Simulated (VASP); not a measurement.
# H6C2O in VASP: further runs, part 2 of 2

VASP 6.6.1.

**3. Single point, PBE+D3(BJ)**

The input, INCAR:

```
PREC = Accurate ; ENCUT = 1000
EDIFF = 1E-6 ; ISMEAR = -1
SIGMA = 0.02 ; LREAL = Auto
LASPH = True ; NELM = 120
ALGO = Normal ; ISIF = 2
LWAVE = False ; LCHARG = False
GGA = PE ; IVDW = 12
NBANDS = 64 ; GGA_COMPAT = False
```

The input, KPOINTS:

```
Automatic mesh
0
Gamma
  1 1 1
```

The input, POSCAR:

```
H6C2O
1.0
    7.0419250000      0.0000000000      0.0000000000
    0.0000000000      7.0419250000      0.0000000000
    0.0000000000      0.0000000000      7.0419250000
C O H
8 4 24
Direct
    0.5985270447      0.0215270355      0.8900604314
    0.6013977335      0.1472323111      1.0663394031
    0.7227948632      0.4967899922      0.5037050166
    0.5493744746      0.6233786885      0.5063885645
    0.1293320183      0.1969422487      0.6411445749
    0.1146177545      0.0810566187      0.4598424592
    0.0252837849      0.5276327434      0.0100892631
    0.1382168006      0.7066624055     -0.0258601379
    0.4268149798      0.2508779511      1.0762968777
    0.4250384716      0.5674864411      0.3534064724
    0.0838296313     -0.1163362872      0.5047674143
    0.0870956166      0.8433180778      0.1189238334
    0.4370121111      0.3478368275      1.1762762481
    0.6203704529      0.0584824354      1.1949952856
    0.7240100854      0.2453660663      1.0587601872
    0.7276971046     -0.0655668862      0.8830813713
    0.4751542828     -0.0740275058      0.8914999964
    0.5909935080      0.1080627176      0.7599925403
    0.3194923255      0.6574175508      0.3518145587
    0.4738403584      0.6109308684      0.6428185795
    0.5915351779      0.7732105214      0.4880828208
    0.8226661779      0.5403684510      0.6150466527
    0.6838256878      0.3475978803      0.5282796947
    0.7955943917      0.5069955499      0.3663107024
    0.0574033358     -0.1738967654      0.3795427513
   -0.0050530660      0.1341783036      0.3731999749
    0.2455417149      0.0984713399      0.3745798614
    0.1508964909      0.3474733379      0.6049073952
   -0.0023492398      0.1831509255      0.7243714852
    0.2495880229      0.1518217795      0.7299374107
    0.1557864859      0.9610656780      0.0944038415
    0.2916454516      0.6752604174     -0.0165361518
    0.1082967134      0.7669610461     -0.1676508778
    0.0697024327      0.4163194686     -0.0890616419
    0.0514276242      0.4738015502      0.1542811022
   -0.1281072040      0.5529722157     -0.0066233615
```

Potentials or basis: VASP PAW PBE potentials, release 64 (C_h, O_h, H_h).

Launch:

```bash
> cat potpaw_PBE.64/C_h/POTCAR potpaw_PBE.64/O_h/POTCAR potpaw_PBE.64/H_h/POTCAR > POTCAR
> mpirun -np 1 vasp_gam > vasp.out
```

OUTCAR:

```text
PREC = Accurate
   ENCUT = 1000
   EDIFF = 1E-6
   ISMEAR = -1
   LREAL = Auto
   LASPH = True
   NELM = 120
   ISIF = 2
   GGA = PE
   IVDW = 12
 IVDW          = 12

 ion  position               nearest neighbor table
   1  0.599  0.022  0.890-  16 1.10  17 1.10  18 1.10
   2  0.601  0.147  0.066-  15 1.11  14 1.11   9 1.43
   3  0.723  0.497  0.504-  22 1.10  24 1.10  23 1.10   4 1.51
   4  0.549  0.623  0.506-  20 1.10  21 1.10  10 1.44   3 1.51
   5  0.129  0.197  0.641-  30 1.10  28 1.10  29 1.10   6 1.52
   6  0.115  0.081  0.460-  26 1.11  27 1.11  11 1.44   5 1.52
   7  0.025  0.528  0.010-  34 1.10  35 1.10  36 1.10   8 1.51
   8  0.138  0.707  0.974-  32 1.10  33 1.11  12 1.45   7 1.51
   9  0.427  0.251  0.076-  13 0.98   2 1.43
  10  0.425  0.567  0.353-  19 0.98   4 1.44
  11  0.084  0.884  0.505-  25 0.99   6 1.44
  12  0.087  0.843  0.119-  31 0.98   8 1.45
  13  0.437  0.348  0.176-   9 0.98
  14  0.620  0.058  0.195-   2 1.11
  15  0.724  0.245  0.059-   2 1.11
  16  0.728  0.934  0.883-   1 1.10
  17  0.475  0.926  0.891-   1 1.10
  18  0.591  0.108  0.760-   1 1.10
[... 16 lines left out ...]
  35  0.051  0.474  0.154-   7 1.10
  36  0.872  0.553  0.993-   7 1.10

  LATTYP: Found a simple cubic cell.
 ALAT       =     7.0419250000

  Lattice vectors:

 A1 = (   7.0419250000,   0.0000000000,   0.0000000000)
 A2 = (   0.0000000000,   7.0419250000,   0.0000000000)
 A3 = (   0.0000000000,   0.0000000000,   7.0419250000)

Analysis of symmetry for initial positions (statically):
=====================================================================
 Subroutine PRICEL returns:
 Original cell was already a primitive cell.

 Routine SETGRP: Setting up the symmetry group for a
 simple cubic supercell.

 Subroutine GETGRP returns: Found  1 space group operations
 (whereof  1 operations were pure point group operations)
 out of a pool of 48 trial point group operations.

The static configuration has the point symmetry C_1 .

Analysis of symmetry for dynamics (positions and initial velocities):
=====================================================================
 Subroutine PRICEL returns:
 Original cell was already a primitive cell.

 Routine SETGRP: Setting up the symmetry group for a
 simple cubic supercell.

 Subroutine GETGRP returns: Found  1 space group operations
 (whereof  1 operations were pure point group operations)
 out of a pool of 48 trial point group operations.

The dynamic configuration has the point symmetry C_1 .

 Subroutine INISYM returns: Found  1 space group operations
 (whereof  1 operations are pure point group operations),
 and found     1 'primitive' translations

----------------------------------------------------------------------------------------

                                     Primitive cell

  volume of cell :     349.2000

  direct lattice vectors                    reciprocal lattice vectors
     7.041925000  0.000000000  0.000000000     0.142006625  0.000000000  0.000000000
     0.000000000  7.041925000  0.000000000     0.000000000  0.142006625  0.000000000
[... 99 lines left out ...]

  Shift w.r.t. Gamma in fractional coordinates (k-lattice)
     0.000000000  0.000000000  0.000000000

 Subroutine IBZKPT returns following result:
 ===========================================

 Found      1 irreducible k-points:

 Following reciprocal coordinates:
            Coordinates               Weight
  0.000000  0.000000  0.000000      1.000000
   k-points           NKPTS =      1   k-points in BZ     NKDIM =      1   number of bands    NBANDS=     64
   number of dos      NEDOS =    301   number of ions     NIONS =     36
   total plane-waves  NPLWV = 512000
   dimension x,y,z NGX =    80 NGY =   80 NGZ =   80
   dimension x,y,z NGXF=   160 NGYF=  160 NGZF=  160
   ions per type =               8   4  24
   NGX,Y,Z   is equivalent  to a cutoff of  18.89, 18.89, 18.89 a.u.
   NGXF,Y,Z  is equivalent  to a cutoff of  37.77, 37.77, 37.77 a.u.
 SYSTEM =  unknown system
   PREC   = accura    normal or accurate (medium, high low for compatibility)
   ISTART =      0    job   : 0-new  1-cont  2-samecut
   ICHARG =      2    charge: 1-file 2-atom 10-const
   ISPIN  =      1    spin polarized calculation?
   LNONCOLLINEAR =      F non collinear calculations
   LSORBIT =      F    spin-orbit coupling
   LASPH  =      T    aspherical Exc in radial PAW
   ENCUT  = 1000.0 eV  73.50 Ry    8.57 a.u.  18.16 18.16 18.16*2*pi/ulx,y,z
   NELM   =    120;   NELMIN=  2; NELMDL= -5     # of ELM steps
   EDIFF  = 0.1E-05   stopping-criterion for ELM
   LREAL  =      T    real-space projection
   EDIFFG = 0.1E-04   stopping-criterion for IOM
   NSW    =      0    number of steps for IOM
   IBRION =     -1    ionic relax: 0-MD 1-quasi-New 2-CG
   NFREE  =      0    steps in history (QN), initial steepest desc. (CG)
   ISIF   =      2    stress and relaxation
   ISYM   =      2    0-nonsym 1-usesym 2-fastsym
   POTIM  = 0.5000    time-step for ionic-motion
   TEBEG  =    0.0;   TEEND  =   0.0 temperature during run
   PSTRESS=    0.0 pullay stress
   NELECT =      80.0000    total number of electrons
   NUPDOWN=      -1.0000    fix difference up-down
   EMIN   =  10.00;   EMAX   =-10.00  energy-range for DOS
   EFERMI =   0.00;   METHOD = LEGACY
   ISMEAR =    -1;   SIGMA  =   0.02  broadening in eV -4-tet -1-fermi 0-gaus
   EFERMI_NEDOS =   21; number of points for ismear=-14 and -15
   IALGO  =     38    algorithm
   IMIX   =      4    mixing-type and parameters
     AMIX     =   0.40;   BMIX     =  1.00
     AMIX_MAG =   1.60;   BMIX_MAG =  1.00
  volume/ion in A,a.u.               =       9.70        65.46
  Fermi-wavevector in a.u.,A,eV,Ry     =   1.001721  1.892978 13.652697  1.003445
  Thomas-Fermi vector in A             =   2.134161
   LORBIT       =      0    0 simple, 1 ext, 2 COOP (PROOUT), +10 PAW based schemes
   GGA     = PE    functional components
   LHFCALC =     F    Hartree Fock is set to
   AEXX    =    0.0000 exact exchange contribution
   IVDW    =    12    specifies the selected vdW correction
   LEPSILON=     F    determine dielectric tensor
   LRPA    =     F    only Hartree local field effects (RPA)
 non-spin polarized calculation
  energy-cutoff  :     1000.00
  volume of cell :      349.20
 maximum number of plane-waves:     12587
 NGX is ok and might be reduce to    80
   NGX = 37   NGY = 37   NGZ = 37

 number of electron      80.0000000 magnetization

 Free energy of the ion-electron system (eV)
  ---------------------------------------------------
  ext. energy  EPLUGINS =         0.00000000
  ---------------------------------------------------
  free energy    TOTEN  =      -188.71697591 eV

  energy without entropy =     -188.71697591  energy(sigma->0) =     -188.71697591

 E-fermi :  -1.7899     XC(G=0):  -6.9551

 val. band max:       -2.2936932868   @ k =   0.0000   0.0000   0.0000
 cond. band min:       2.6852210625   @ k =   0.0000   0.0000   0.0000
 fundamental gap:      4.9789143493
 Fermi energy:        -1.7898696093

 k-point     1 :       0.0000    0.0000    0.0000
  band No.  band energies     occupation
      1     -22.1028      2.00000
      2     -21.9125      2.00000
      3     -21.4572      2.00000
      4     -21.3395      2.00000
      5     -15.0183      2.00000
      6     -14.9640      2.00000
[... 44 lines left out ...]
     51       6.0434      0.00000
     52       6.3550      0.00000
 [bands above 52 left out]

------------------------ aborting loop because EDIFF is reached ----------------------------------------

 Edisp (eV)   -1.43676

 E8    (eV) :    -0.3112

  FORCE on cell =-STRESS in cart. coord.  units (eV):
  Direction    XX          YY          ZZ          XY          YZ          ZX
  --------------------------------------------------------------------------------------
  -------------------------------------------------------------------------------------
  Total      -1.71687    -1.92459    -1.50939    -0.15418     0.20357     0.14434
  in kB      -7.87723    -8.83028    -6.92529    -0.70739     0.93400     0.66227
  external pressure =       -7.88 kB  Pullay stress =        0.00 kB

 VOLUME and BASIS-vectors are now :
 -----------------------------------------------------------------------------
  energy-cutoff  :     1000.00
  volume of cell :      349.20
      direct lattice vectors                 reciprocal lattice vectors
     7.041925000  0.000000000  0.000000000     0.142006625  0.000000000  0.000000000
     0.000000000  7.041925000  0.000000000     0.000000000  0.142006625  0.000000000
     0.000000000  0.000000000  7.041925000     0.000000000  0.000000000  0.142006625

 POSITION                                       TOTAL-FORCE (eV/Angst)
 -----------------------------------------------------------------------------------
      4.21478      0.15159      6.26774        -0.000826      0.069969      0.094969
      4.23500      1.03680      0.46716         0.047701     -0.025311     -0.106787
      5.08987      3.49836      3.54705        -0.014887      0.002825      0.021777
      3.86865      4.38979      3.56595         0.001231     -0.035102     -0.048720
      0.91075      1.38685      4.51489        -0.007071     -0.084224     -0.067466
      0.80713      0.57079      3.23818         0.019613     -0.002282      0.151049
[... 28 lines left out ...]
      0.36215      3.33647      1.08644         0.001598      0.013401     -0.025935
      6.13980      3.89399      6.99528         0.024302      0.019201     -0.001231
 -----------------------------------------------------------------------------------
    total drift:                                0.003294      0.000868     -0.001822

  FREE ENERGIE OF THE ION-ELECTRON SYSTEM (eV)
  ---------------------------------------------------
  free  energy   TOTEN  =      -190.1537333628 eV

  energy  without entropy=     -190.1537333628  energy(sigma->0) =     -190.15373336
```

It took 74 s on 1 thread of AMD EPYC 9R45 (Zen 5), shared host; peak memory 0.87 GiB.

What came out:

- Free energy: -190.1537 eV
- Pressure: -0.8 GPa
- Largest force: 0.290 eV/Å
- Band gap on the k mesh: 4.98 eV
- Dispersion energy per atom: -0.040 eV

Forces on the atoms (eV/Å):
```
C   -0.001  0.070  0.095
C    0.048 -0.025 -0.107
C   -0.015  0.003  0.022
C    0.001 -0.035 -0.049
C   -0.007 -0.084 -0.067
C    0.020 -0.002  0.151
C    0.038  0.042 -0.036
C   -0.039 -0.009  0.073
O    0.013  0.008  0.071
O   -0.110  0.110 -0.008
O   -0.017 -0.010 -0.289
O    0.106  0.032 -0.131
H   -0.017 -0.038 -0.072
H    0.003 -0.003 -0.016
H   -0.097 -0.059  0.045
H   -0.005  0.013  0.028
H    0.074  0.034 -0.002
H   -0.006 -0.008  0.051
H    0.100 -0.091  0.004
H   -0.013  0.002  0.038
H    0.008  0.020  0.004
H   -0.012 -0.009 -0.008
H   -0.004  0.001 -0.012
H    0.006 -0.003 -0.009
H    0.053  0.114  0.189
H    0.046  0.004  0.027
H   -0.040 -0.014  0.052
H   -0.023 -0.109  0.046
H    0.065  0.021 -0.045
H   -0.077  0.002 -0.065
H   -0.010 -0.061  0.018
H   -0.050 -0.007 -0.015
H   -0.013 -0.004 -0.008
H   -0.050  0.064  0.049
H    0.002  0.013 -0.026
H    0.024  0.019 -0.001
```

Caveat: the k points lie up to 0.89 Å⁻¹ apart, too coarse for converged energies, forces and pressures.
